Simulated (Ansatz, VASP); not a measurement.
## Pt in VASP and in Ansatz

Contents of INCAR:

```
PREC = Accurate ; ENCUT = 520
EDIFF = 1E-7 ; ISMEAR = 0
SIGMA = 0.1 ; LREAL = F
LASPH = T ; NELM = 100
ALGO = Fast ; ISIF = 2
LWAVE = F ; LCHARG = T
GGA = PE ; LELF = T
LVHAR = T ; NBANDS = 17
```

Contents of KPOINTS:

```
regular mesh
0
Gamma
  18 18 10
```

POSCAR

```
Pt
1.0
    2.8287988432      0.0000000000      0.0000000000
   -1.4143994216      2.4498116604      0.0000000000
    0.0000000000      0.0000000000      4.4791118071
Pt
2
Direct
    0.6666666700      0.3333333300      0.7500000000
    0.3333333300      0.6666666700      0.2500000000
```

Input for Ansatz:

```yaml
crystal:
  lattice:
    - [2.8287988432, 0.0, 0.0]
    - [-1.4143994216, 2.4498116604, 0.0]
    - [0.0, 0.0, 4.4791118071]
  atoms:
    - { symbol: Pt, position: [0.66666667, 0.33333333, 0.75] }
    - { symbol: Pt, position: [0.33333333, 0.66666667, 0.25] }
basis:
  ecutwfc: 420
kpoints:
  mp_grid: { grid: [18, 18, 10] }
hamiltonian:
  xc: pbe
scf:
  occupations: { method: gaussian, width: 0.1 }
output:
  forces: true
  stress: true
  eigenvalues: true
```

Alike in both runs: task single point; functional PBE; k mesh 18 × 18 × 10; occupations gaussian, width 0.1 eV; no spin polarisation.

```csv
,VASP,Ansatz
version,VASP 6.6.1,Ansatz 0.2.0
potentials or method,"VASP PAW PBE potentials, release 64 (Pt), cutoff 520 eV","scalar-relativistic, plane waves, PAW"
valence electrons in the cell,20,36
```

|  | VASP | Ansatz | Ansatz less VASP |
| --- | --- | --- | --- |
| gap on the k mesh at the Fermi level (eV) | none | none | - |
| pressure (GPa) | 3.7 | 4.1 | +0.47 |
| traceless stress, the component that is largest in VASP (GPa) | 6.80 | 6.84 | +0.043 |

A gap of «none» marks a metal or a gap that the smearing closes. The functional is the same, so the differences come from potentials, cutoffs and numerics. VASP's potentials hold 20 valence electrons a cell and Ansatz's 36, so a difference there can come from the potentials and not from the codes.

Neither program's run includes spin-orbit coupling.
